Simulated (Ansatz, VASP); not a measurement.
Cu: VASP beside Ansatz

File INCAR:

```
ALGO = Normal ; EDIFF = 1E-7
ENCUT = 520 ; GGA = PE
ISIF = 2 ; ISMEAR = -1
LASPH = True ; LCHARG = True
LELF = True ; LREAL = False
LVHAR = True ; LWAVE = False
NBANDS = 18 ; NELM = 100
PREC = Accurate ; SIGMA = 0.1
```

The input KPOINTS:

```
k-points
0
Gamma
  12 12 12
```

Contents of POSCAR:

```
Cu
1.0
    0.0000000000      2.6390576440      2.6390576440
    2.6390576440      0.0000000000      2.6390576440
    2.6390576440      2.6390576440      0.0000000000
Cu
2
Direct
    0.1250000000      0.1250000000      0.1250000000
    0.8750000000      0.8750000000      0.8750000000
```

Input for Ansatz:

```yaml
crystal:
  lattice:
    - [0.0, 2.639057644, 2.639057644]
    - [2.639057644, 0.0, 2.639057644]
    - [2.639057644, 2.639057644, 0.0]
  atoms:
    - { symbol: Cu, position: [0.125, 0.125, 0.125] }
    - { symbol: Cu, position: [0.875, 0.875, 0.875] }
hamiltonian:
  xc: pbe
  pseudopotentials:
    kind: paw
    azcp:
      Cu: "pseudopotentials/Cu.paw.azcp"
basis:
  ecutwfc: 420
  fft_grid_basis: typed
kpoints:
  mp_grid: { grid: [12, 12, 12], shift: [0, 0, 0] }
magnetization:
  spin_polarized: false
scf:
  occupations: { method: fermi_dirac, width: 0.1 }
  lower_state_search: "off"
output:
  stress: true
```

Alike in both runs: task single point; functional PBE; k mesh 12 × 12 × 12; occupations fermi-dirac, width 0.1 eV; no spin polarisation.

|  | VASP | Ansatz |
| --- | --- | --- |
| version | VASP 6.6.1 | Ansatz 0.2.0 |
| potentials or method | VASP PAW PBE potentials, release 64 (Cu), cutoff 520 eV | plane waves (420 eV) with PAW, scalar-relativistic |
| valence electrons in the cell | 22 | 38 |

```csv
,VASP,Ansatz,Ansatz less VASP
pressure (GPa),2.8,2.5,-0.29
```

With one functional, cell and mesh, what is left measures potentials, basis and numerics. VASP's potentials hold 22 valence electrons a cell and Ansatz's 38, so a difference there can come from the potentials and not from the codes.
